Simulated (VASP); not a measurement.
Wanted: the native input for a VASP 6.6.1 run.

```yaml
Task: single point
Functional: PBE
Potentials_or_basis: VASP PAW PBE potentials, release 64 (Hg)
Cutoff: 520 eV
k_mesh: 19 × 19 × 19
Occupations: fermi-dirac, width 0.1 eV
Spin: no spin polarisation
Dipole_correction: no
Further_INCAR_settings: ALGO = Normal; EDIFF = 1e-06; NBANDS = 12
```

The structure of Hg lies in POSCAR:

```
Hg
1.0
   -1.9108211344      1.9108211344      1.9108211344
    1.9108211344     -1.9108211344      1.9108211344
    1.9108211344      1.9108211344     -1.9108211344
Hg
1
Direct
    0.0000000000      0.0000000000      0.0000000000
```

One way to write it, as run:

INCAR

```
SYSTEM = Hg
ALGO = Normal
EDIFF = 1E-6
ENCUT = 520
GGA = PE
ISIF = 2
ISMEAR = -1
LASPH = .TRUE.
LCHARG = .TRUE.
LELF = .TRUE.
LREAL = .FALSE.
LVHAR = .TRUE.
LWAVE = .FALSE.
NBANDS = 12
NELM = 100
PREC = Accurate
SIGMA = 0.1
```

KPOINTS

```
k-points
0
G
  19 19 19
  0 0 0
```

Potentials or basis: VASP PAW PBE potentials, release 64 (Hg).

Command:

```bash
$ cat potpaw_PBE.64/Hg/POTCAR > POTCAR
$ mpirun -np 1 vasp_std > vasp.out
```

Results of the run:

| Item | Value |
| --- | --- |
| Pressure | 0.6 GPa |
| Band gap on the k mesh | zero (bands 6 and 7 overlap by 2.41 eV) |

Caveat: spin-orbit coupling is left out, which moves the levels of the heavy elements.

It took 64 s on 1 thread of Intel(R) Xeon(R) Platinum 8259CL CPU @ 2.50GHz (Skylake/Cascade Lake), with other jobs on the host, peak memory 0.21 GiB.
